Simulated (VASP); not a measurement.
Wanted: the native input for a VASP 6.6.1 run.

* Task: single point
* Functional: LDA
* Potentials or basis: VASP PAW LDA potentials, release 64 (Li_sv)
* Cutoff: 520 eV
* k mesh: 14 × 14 × 14
* Occupations: fermi-dirac, width 0.05 eV
* Spin: no spin polarisation
* Dipole correction: no
* Further INCAR settings: ALGO = Normal; EDIFF = 1e-07; NBANDS = 8

The structure of Li lies in POSCAR:

```
Li
1.0
    2.0451123625      0.0000000000      0.0000000000
    0.0000000000      2.0451123625      0.0000000000
    0.0000000000      0.0000000000      2.0451123625
Li
1
Direct
    0.0000000000      0.0000000000      0.0000000000
```

This cell differs from its parent crystal: volume scaled by 0.45.

One way to write it, as run:

INCAR

```
  PREC = Accurate
  ENCUT = 520
  EDIFF = 1E-7
  ISMEAR = -1
  SIGMA = 0.05
  LREAL = F
  LASPH = T
  NELM = 100
  ALGO = Normal
  ISIF = 2
  LWAVE = F
  LCHARG = F
  NBANDS = 8
```

KPOINTS

```
regular mesh
0
Gamma
  14 14 14
```

Potentials or basis: VASP PAW LDA potentials, release 64 (Li_sv).

The run is started by

```bash
$ cat potpaw_LDA.64/Li_sv/POTCAR > POTCAR
$ mpirun -np 1 vasp_std > vasp.out
```

Run time: 2.1 s on 1 thread of Intel(R) Xeon(R) 6975P-C (Granite Rapids), with other jobs on the host, peak memory 0.1 GiB.
